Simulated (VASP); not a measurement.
Input of a VASP 6.6.1 run:

Contents of INCAR:

```
ALGO     = Normal         # electronic algorithm
EDIFF    = 1E-7           # SCF threshold, eV
ENCUT    = 520            # plane-wave cutoff, eV
GGA      = PS             # functional
ISIF     = 2              # what is computed and relaxed
ISMEAR   = 0              # smearing method
LASPH    = True           # aspherical terms in the spheres
LCHARG   = True           # write CHGCAR
LELF     = True           # ELF
LREAL    = False          # projectors in reciprocal space
LVHAR    = True         
LWAVE    = False          # write WAVECAR
NBANDS   = 11             # bands
NELM     = 80             # most SCF steps
PREC     = Accurate       # precision mode
SIGMA    = 0.1            # smearing width, eV
```

KPOINTS

```
k-points
0
Gamma
  15 15 12
```

File POSCAR:

```
MgB2
1.0
    3.0617870825      0.0000000000      0.0000000000
   -1.5308935412      2.6515853944      0.0000000000
    0.0000000000      0.0000000000      3.5043256980
Mg B
1 2
Direct
    0.0000000000      0.0000000000      0.0000000000
    0.3333333333      0.6666666667      0.5000000000
    0.6666666667      0.3333333333      0.5000000000
```

Potentials or basis: VASP PAW PBE potentials, release 64 (Mg, B).

Launch:

```bash
$ cat potpaw_PBE.64/Mg/POTCAR potpaw_PBE.64/B/POTCAR > POTCAR
$ mpirun -np 1 vasp_std > vasp.out
```

Q: Predict the band gap on the k mesh.

A: Zero (band 4 reaches 7.16 eV, above the bottom of band 5 at 3.29 eV).

Q: Predict the pressure.

A: 0.0 GPa.

Stress tensor (GPa, compression positive):
```
 0.07  0.00  0.00
 0.00  0.07  0.00
 0.00  0.00 -0.14
```

Caveat: the PAW data sets were made with another functional, which shifts forces and pressure a little.
